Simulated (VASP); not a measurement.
# ZnRe (P1) in VASP: single point with PBE

Aim: the single point of ZnRe with PBE.

Program: VASP 6.6.1. These are calculated values, not measurements. Logs are shortened: lines on timing, memory, paths and dates and some standing lists are left out, and cuts for length are marked.

## (1) The cell of the first run

The typed cell holds 2 atoms: a = 2.748 Å, b = 2.748 Å, c = 4.494 Å, α = 90.00°, β = 90.00°, γ = 120.00°.

## (2) Single point, PBE (atoms moved at random)

INCAR

```
SYSTEM = ZnRe
PREC = Accurate
ENCUT = 520
EDIFF = 1E-7
ISMEAR = -1
SIGMA = 0.04
LREAL = .False.
LASPH = .True.
NELM = 80
ALGO = Normal
ISIF = 2
LWAVE = .False.
LCHARG = .True.
GGA = PE
LELF = .True.
LVHAR = .True.
NBANDS = 16
```

KPOINTS

```
Automatic mesh
0
Gamma
  7 7 4
  0 0 0
```

POSCAR

```
ZnRe
1.0
    2.7482183437      0.0000000000      0.0000000000
   -1.3741091718      2.3800269008      0.0000000000
    0.0000000000      0.0000000000      4.4940660000
Re Zn
1 1
Direct
    0.2696840000      0.6282590000      0.5001850000
   -0.0076930000     -0.0376320000     -0.0047230000
```

Potentials or basis: VASP PAW PBE potentials, release 64 (Re, Zn).

Started as:

```bash
$ cat potpaw_PBE.64/Re/POTCAR potpaw_PBE.64/Zn/POTCAR > POTCAR
$ mpirun -np 1 vasp_std > vasp.out
```

OUTCAR:

```text
SYSTEM = ZnRe
   PREC = Accurate
   ENCUT = 520
   EDIFF = 1E-7
   ISMEAR = -1
   LREAL = .False.
   LASPH = .True.
   NELM = 80
   ISIF = 2
   GGA = PE

 ion  position               nearest neighbor table
   1  0.270  0.628  0.500-   2 2.66   2 2.70   2 2.74   2 2.77   2 2.81   2 2.85
   2  0.992  0.962  0.995-   1 2.66   1 2.70   1 2.74   1 2.77   1 2.81   1 2.85

  LATTYP: Found a hexagonal cell.
 ALAT       =     2.7482183437
 C/A-ratio  =     1.6352652657

  Lattice vectors:

 A1 = (   2.7482183437,   0.0000000000,   0.0000000000)
 A2 = (  -1.3741091718,   2.3800269008,   0.0000000000)
 A3 = (   0.0000000000,   0.0000000000,   4.4940660000)

Analysis of symmetry for initial positions (statically):
=====================================================================
 Subroutine PRICEL returns:
 Original cell was already a primitive cell.

 Routine SETGRP: Setting up the symmetry group for a
 hexagonal supercell.

 Subroutine GETGRP returns: Found  1 space group operations
 (whereof  1 operations were pure point group operations)
 out of a pool of 24 trial point group operations.

The static configuration has the point symmetry C_1 .

Analysis of symmetry for dynamics (positions and initial velocities):
=====================================================================
 Subroutine PRICEL returns:
 Original cell was already a primitive cell.

 Routine SETGRP: Setting up the symmetry group for a
 hexagonal supercell.

 Subroutine GETGRP returns: Found  1 space group operations
 (whereof  1 operations were pure point group operations)
 out of a pool of 24 trial point group operations.

The dynamic configuration has the point symmetry C_1 .

 Subroutine INISYM returns: Found  1 space group operations
 (whereof  1 operations are pure point group operations),
 and found     1 'primitive' translations

----------------------------------------------------------------------------------------

                                     Primitive cell

  volume of cell :      29.3949

  direct lattice vectors                    reciprocal lattice vectors
     2.748218344  0.000000000  0.000000000     0.363872107  0.210081659  0.000000000
    -1.374109172  2.380026901  0.000000000     0.000000000  0.420163318  0.000000000
     0.000000000  0.000000000  4.494066000     0.000000000  0.000000000  0.222515646

  length of vectors
     2.748218344  2.748218344  4.494066000     0.420163318  0.420163318  0.222515646

  position of ions in fractional coordinates (direct lattice)
     0.269684000  0.628259000  0.500185000
     0.992307000  0.962368000  0.995277000

  ion indices of the primitive-cell ions
   primitive index   ion index
                 1           1
                 2           2

----------------------------------------------------------------------------------------

 KPOINTS: Automatic mesh

Automatic generation of k-mesh.
 Grid dimensions read from file:
 generate k-points for:    7    7    4

 Generating k-lattice:

  Cartesian coordinates                     Fractional coordinates (reciprocal lattice)
     0.051981730  0.030011666  0.000000000     0.142857143  0.000000000  0.000000000
     0.000000000  0.060023331  0.000000000     0.000000000  0.142857143  0.000000000
     0.000000000  0.000000000  0.055628912     0.000000000  0.000000000  0.250000000

  Length of vectors
     0.060023331  0.060023331  0.055628912

  Shift w.r.t. Gamma in fractional coordinates (k-lattice)
     0.000000000  0.000000000  0.000000000

 Subroutine IBZKPT returns following result:
 ===========================================

 Found     99 irreducible k-points:

 Following reciprocal coordinates:
            Coordinates               Weight
  0.000000  0.000000  0.000000      1.000000
  0.142857  0.000000  0.000000      2.000000
  0.000000  0.142857  0.000000      2.000000
 -0.142857  0.142857  0.000000      2.000000
  0.285714  0.000000  0.000000      2.000000
  0.000000  0.285714  0.000000      2.000000
[... 16 lines left out ...]
  0.285714  0.285714  0.000000      2.000000
 -0.285714 -0.428571  0.000000      2.000000
 [... further k-points ...]
   k-points           NKPTS =     99   k-points in BZ     NKDIM =     99   number of bands    NBANDS=     16
   number of dos      NEDOS =    301   number of ions     NIONS =      2
   total plane-waves  NPLWV =  14400
   dimension x,y,z NGX =    20 NGY =   20 NGZ =   36
   dimension x,y,z NGXF=    40 NGYF=   40 NGZF=   72
   ions per type =               1   1
   NGX,Y,Z   is equivalent  to a cutoff of  12.10, 12.10, 13.32 a.u.
   NGXF,Y,Z  is equivalent  to a cutoff of  24.20, 24.20, 26.63 a.u.
 SYSTEM =  ZnRe
   PREC   = accura    normal or accurate (medium, high low for compatibility)
   ISTART =      0    job   : 0-new  1-cont  2-samecut
   ICHARG =      2    charge: 1-file 2-atom 10-const
   ISPIN  =      1    spin polarized calculation?
   LNONCOLLINEAR =      F non collinear calculations
   LSORBIT =      F    spin-orbit coupling
   LASPH  =      T    aspherical Exc in radial PAW
   ENCUT  =  520.0 eV  38.22 Ry    6.18 a.u.   5.11  5.11  8.36*2*pi/ulx,y,z
   NELM   =     80;   NELMIN=  2; NELMDL= -5     # of ELM steps
   EDIFF  = 0.1E-06   stopping-criterion for ELM
   LREAL  =      F    real-space projection
   EDIFFG = 0.1E-05   stopping-criterion for IOM
   NSW    =      0    number of steps for IOM
   IBRION =     -1    ionic relax: 0-MD 1-quasi-New 2-CG
   NFREE  =      0    steps in history (QN), initial steepest desc. (CG)
   ISIF   =      2    stress and relaxation
   ISYM   =      2    0-nonsym 1-usesym 2-fastsym
   POTIM  = 0.5000    time-step for ionic-motion
   TEBEG  =    0.0;   TEEND  =   0.0 temperature during run
   PSTRESS=    0.0 pullay stress
   NELECT =      19.0000    total number of electrons
   NUPDOWN=      -1.0000    fix difference up-down
   EMIN   =  10.00;   EMAX   =-10.00  energy-range for DOS
   EFERMI =   0.00;   METHOD = LEGACY
   ISMEAR =    -1;   SIGMA  =   0.04  broadening in eV -4-tet -1-fermi 0-gaus
   EFERMI_NEDOS =   21; number of points for ismear=-14 and -15
   IALGO  =     38    algorithm
   IMIX   =      4    mixing-type and parameters
     AMIX     =   0.40;   BMIX     =  1.00
     AMIX_MAG =   1.60;   BMIX_MAG =  1.00
  volume/ion in A,a.u.               =      14.70        99.18
  Fermi-wavevector in a.u.,A,eV,Ry     =   1.415474  2.674858 27.260173  2.003566
  Thomas-Fermi vector in A             =   2.536909
   LORBIT       =      0    0 simple, 1 ext, 2 COOP (PROOUT), +10 PAW based schemes
   GGA     = PE    functional components
[... 5 lines left out ...]
 non-spin polarized calculation
  energy-cutoff  :      520.00
  volume of cell :       29.39
 maximum number of plane-waves:       800
   NGX = 11   NGY = 11   NGZ = 17

 number of electron      18.9999997 magnetization

 Free energy of the ion-electron system (eV)
  ---------------------------------------------------
  ext. energy  EPLUGINS =         0.00000000
  ---------------------------------------------------
  free energy    TOTEN  =       -13.03839061 eV

  energy without entropy =      -13.03064998  energy(sigma->0) =      -13.03452030

 E-fermi :   5.3851     XC(G=0): -12.7848

 val. band max:        5.3835334107   @ k =   0.4286  -0.2857   0.2500
 cond. band min:       5.4016930076   @ k =   0.2857  -0.4286  -0.2500
 fundamental gap:      0.0181595969
 Fermi energy:         5.3851321249

 k-point     1 :       0.0000    0.0000    0.0000
  band No.  band energies     occupation
      1      -4.7334      2.00000
      2      -2.4076      2.00000
      3      -1.8040      2.00000
      4      -1.7997      2.00000
      5      -1.4447      2.00000
      6      -1.3880      2.00000
[... 8 lines left out ...]
     15      22.4346      0.00000
     16      23.1872      0.00000

 k-point     2 :       0.1429    0.0000    0.0000
  band No.  band energies     occupation
      1      -4.0942      2.00000
      2      -2.2371      2.00000
      3      -1.8541      2.00000
      4      -1.6835      2.00000
      5      -1.5452      2.00000
      6      -1.4718      2.00000
[... 8 lines left out ...]
     15      20.0718      0.00000
     16      21.5748      0.00000

 k-point     3 :       0.0000    0.1429    0.0000
  band No.  band energies     occupation
      1      -4.0884      2.00000
      2      -2.2246      2.00000
      3      -1.8584      2.00000
      4      -1.6868      2.00000
      5      -1.5650      2.00000
      6      -1.4408      2.00000
[... 8 lines left out ...]
     15      20.1341      0.00000
     16      21.7239      0.00000

 k-point     4 :      -0.1429    0.1429    0.0000
  band No.  band energies     occupation
      1      -4.0842      2.00000
      2      -2.2167      2.00000
      3      -1.8649      2.00000
      4      -1.6861      2.00000
      5      -1.5743      2.00000
      6      -1.4248      2.00000
[... 8 lines left out ...]
     15      20.2154      0.00000
     16      21.7684      0.00000
[... 324 lines left out ...]
 k-point    22 :       0.4286    0.4286    0.0000
  band No.  band energies     occupation
      1      -2.2995      2.00000
      2      -2.0862      2.00000
      3      -1.7063      2.00000
      4      -1.6600      2.00000
      5      -1.3916      2.00000
      6       0.8473      2.00000
[... 8 lines left out ...]
     15      14.4119      0.00000
     16      17.0371      0.00000

 k-point    23 :       0.2857    0.2857    0.0000
  band No.  band energies     occupation
      1      -2.0790      2.00000
      2      -2.0469      2.00000
      3      -1.7661      2.00000
      4      -1.7503      2.00000
      5      -1.6806      2.00000
      6       2.0852      2.00000
[... 8 lines left out ...]
     15      15.6324      0.00000
     16      17.9124      0.00000

 k-point    24 :      -0.2857   -0.4286    0.0000
  band No.  band energies     occupation
      1      -2.0554      2.00000
      2      -2.0302      2.00000
      3      -1.7637      2.00000
      4      -1.7597      2.00000
      5      -1.6497      2.00000
      6       2.0746      2.00000
[... 8 lines left out ...]
     15      15.5538      0.00000
     16      18.0454      0.00000

 [... further k-points ...]

------------------------ aborting loop because EDIFF is reached ----------------------------------------

  FORCE on cell =-STRESS in cart. coord.  units (eV):
  Direction    XX          YY          ZZ          XY          YZ          ZX
  --------------------------------------------------------------------------------------
  -------------------------------------------------------------------------------------
  Total       -0.3498490     -0.3553140      0.0026920     -0.2995023      0.0082197     -0.0407157
  in kB      -19.0685936    -19.3664625      0.1467254    -16.3244381      0.4480147     -2.2192157
  external PRESSURE =     -12.7627769 kB  Pullay stress =       0.0000000 kB

 VOLUME and BASIS-vectors are now :
 -----------------------------------------------------------------------------
  energy-cutoff  :      520.00
  volume of cell :       29.39
      direct lattice vectors                 reciprocal lattice vectors
     2.748218344  0.000000000  0.000000000     0.363872107  0.210081659  0.000000000
    -1.374109172  2.380026901  0.000000000     0.000000000  0.420163318  0.000000000
     0.000000000  0.000000000  4.494066000     0.000000000  0.000000000  0.222515646

 POSITION                                       TOTAL-FORCE (eV/Angst)
 -----------------------------------------------------------------------------------
     -0.12215      1.49527      2.24786         0.264765     -0.040197     -0.229076
      1.40468      2.29046      4.47284        -0.264765      0.040197      0.229076
 -----------------------------------------------------------------------------------
    total drift:                               -0.000110      0.000031      0.000638

  FREE ENERGIE OF THE ION-ELECTRON SYSTEM (eV)
  ---------------------------------------------------
  free  energy   TOTEN  =       -13.0383906104 eV

  energy  without entropy=      -13.0306499843  energy(sigma->0) =      -13.03452030
```

It took 33 s on 1 thread of Intel Xeon Platinum 8259CL at 2.50GHz (Skylake/Cascade Lake), shared host; peak memory 0.17 GiB.

Results:

- Free energy: -13.0384 eV
- Pressure: -1.3 GPa
- Largest force: 0.352 eV/Å

Forces in eV/Å, atoms in the order of the input:
```
Re   0.265 -0.040 -0.229
Zn  -0.265  0.040  0.229
```

Caveat: the k points lie up to 0.38 Å⁻¹ apart; the cell differs from its parent crystal (atoms moved at random); spin-orbit coupling is left out, which moves the levels of the heavy elements.
